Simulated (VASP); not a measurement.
SiH4CO, 35 atoms in the cell. The cell holds a disordered packing, 35 atoms: a = 7.188 Å, b = 7.188 Å, c = 7.188 Å, α = 90.00°, β = 90.00°, γ = 90.00°. 

```yaml
Program: VASP 6.6.1
Task: single point
Functional: LDA
Potentials_or_basis: VASP PAW LDA potentials, release 64 (O, C, Si, H)
Cutoff: 520 eV
k_mesh: 1 × 1 × 1
Occupations: fermi-dirac, width 0.05 eV
Spin: no spin polarisation
Dipole_correction: no
Further_INCAR_settings: LREAL = Auto; ALGO = Normal; EDIFF = 1e-06; NBANDS = 68
```

Potentials or basis: VASP PAW LDA potentials, release 64 (O, C, Si, H).

Launch:

```bash
$ cat potpaw_LDA.64/O/POTCAR potpaw_LDA.64/C/POTCAR potpaw_LDA.64/Si/POTCAR potpaw_LDA.64/H/POTCAR > POTCAR
$ mpirun -np 1 vasp_gam > vasp.out
```

Hardware: 1 thread of Intel(R) Xeon(R) Platinum 8259CL CPU @ 2.50GHz (Skylake/Cascade Lake), on a shared host.

**Question.** Estimate the wall time of this run.

**Answer.** It took 36 s on 1 thread of Intel(R) Xeon(R) Platinum 8259CL CPU @ 2.50GHz (Skylake/Cascade Lake) (shared host), peak memory 0.3 GiB. Counts: scf iterations 15, k points 1.
